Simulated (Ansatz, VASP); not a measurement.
**Two plane-wave programs on AlRu**

File INCAR:

```
PREC = Accurate ; ENCUT = 520
EDIFF = 1E-6 ; ISMEAR = 0
SIGMA = 0.15 ; LREAL = False
LASPH = True ; NELM = 100
ALGO = Fast ; ISIF = 2
LWAVE = False ; LCHARG = False
GGA = PS ; NBANDS = 16
```

KPOINTS

```
regular mesh
0
Gamma
  16 16 16
```

Contents of POSCAR:

```
AlRu
1.0
    2.9916000000      0.0000000000     -0.0448740000
    0.0000000000      2.9916000000      0.0000000000
   -0.0448740000      0.0000000000      2.9916000000
Al Ru
1 1
Direct
    0.0000000000      0.0000000000      0.0000000000
    0.5000000000      0.5000000000      0.5000000000
```

Input for Ansatz:

```yaml
crystal:
  lattice:
    - [2.9916, 0.0, -0.044874]
    - [0.0, 2.9916, 0.0]
    - [-0.044874, 0.0, 2.9916]
  atoms:
    - { symbol: Al, position: [0.0, 0.0, 0.0] }
    - { symbol: Ru, position: [0.5, 0.5, 0.5] }
basis:
  ecutwfc: 420
kpoints:
  mp_grid: { grid: [16, 16, 16] }
hamiltonian:
  xc: pbesol
scf:
  occupations: { method: gaussian, width: 0.15 }
output:
  forces: true
  stress: true
  eigenvalues: true
```

Change from the starting cell: strain -0.0300 x Voigt [0, 0, 0, 0, 1, 0], atoms carried along.

Alike in both runs: task single point; functional PBEsol; k mesh 16 × 16 × 16; occupations gaussian, width 0.15 eV; no spin polarisation.

|  | VASP | Ansatz |
| --- | --- | --- |
| version | VASP 6.6.1 | Ansatz 0.2.0 |
| potentials or method | VASP PAW PBE potentials, release 64 (Al, Ru_pv), cutoff 520 eV | scalar-relativistic, plane waves, PAW |
| valence electrons in the cell | 17 | 19 |

|  | VASP | Ansatz | Ansatz less VASP |
| --- | --- | --- | --- |
| gap on the k mesh at the Fermi level (eV) | none | none | - |
| pressure (GPa) | -3.1 | -3.1 | +0.01 |
| traceless stress, the component that is largest in VASP (GPa) | 3.89 | 3.87 | -0.017 |

VASP's potentials were made for PBE, not for PBEsol. A gap of «none» marks a metal or a gap that the smearing closes. The functional is the same, so the differences come from potentials, cutoffs and numerics. VASP's potentials hold 17 valence electrons a cell and Ansatz's 19, so a difference there can come from the potentials and not from the codes.
